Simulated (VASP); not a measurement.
A run of VASP 6.6.1 is set up as follows.

The input INCAR:

```
PREC = Accurate
ENCUT = 520
EDIFF = 1E-6
ISMEAR = 0
SIGMA = 0.15
LREAL = False
LASPH = True
NELM = 60
ALGO = Normal
ISIF = 2
LWAVE = False
LCHARG = False
GGA = PS
IVDW = 12
NBANDS = 28
```

The input KPOINTS:

```
regular mesh
0
Gamma
  12 12 10
```

Contents of POSCAR:

```
SnO
1.0
    3.8020000000      0.0000000000      0.0000000000
    0.0000000000      3.8020000000      0.0475250000
    0.0000000000      0.0604500000      4.8360000000
Sn O
2 2
Direct
    0.0000000000      0.5000000000      0.2385000000
    0.5000000000      0.0000000000      0.7615000000
    0.0000000000      0.0000000000      0.0000000000
    0.5000000000      0.5000000000      0.0000000000
```

Potentials or basis: VASP PAW PBE potentials, release 64 (Sn_d, O).

Launch:

```bash
$ cat potpaw_PBE.64/Sn_d/POTCAR potpaw_PBE.64/O/POTCAR > POTCAR
$ mpirun -np 1 vasp_std > vasp.out
```

Question: What does it give for the dispersion energy per atom?

Answer: -0.216 eV.

Question: Estimate the pressure.

Answer: -1.8 GPa.

Stress tensor (GPa, compression positive):
```
-1.71  0.00  0.00
 0.00 -1.61 -1.34
 0.00 -1.34 -2.08
```

Caveat: the cell differs from its parent crystal (strain +0.0250 x Voigt [0, 0, 0, 1, 0, 0]); the PAW data sets were made with another functional, which shifts forces and pressure a little.
